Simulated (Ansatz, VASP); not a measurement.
# Ge: VASP beside Ansatz

```xyz
4
Lattice="3.9976 0.0000 0.0000 -1.9988 3.4620 0.0000 0.0000 0.0000 6.7906" Properties=species:S:1:pos:R:3 pbc="T T T"
Ge    0.0000    2.3080    0.0128
Ge    1.9988    1.1540    3.4081
Ge    0.0000    2.3080    2.5337
Ge    1.9988    1.1540    5.9290
```

Change from the starting cell: uniaxial_z strain +3.0%.

Alike in both runs: task single point; functional r2SCAN; k mesh 12 × 12 × 4; occupations fermi-dirac, width 0.02 eV; no spin polarisation.

```csv
,VASP,Ansatz
version,VASP 6.6.1,Ansatz 0.2.0
potentials or method,"VASP PAW PBE potentials, release 64 (Ge_d)","plane waves, PAW"
plane-wave cutoff (eV),520,500
valence electrons in the cell,56,56
```

|  | VASP | Ansatz | Ansatz less VASP |
| --- | --- | --- | --- |
| pressure (GPa) | -1.9 | -1.9 | -0.02 |
| traceless stress, the component that is largest in VASP (GPa) | -2.67 | -2.65 | +0.018 |
| rms of the force components (eV/Å) | 0.001 | 0.003 | +0.0024 |

VASP's potentials were made for PBE, not for r2SCAN. Atom by atom the forces differ by 0.002 eV/Å (rms over components).
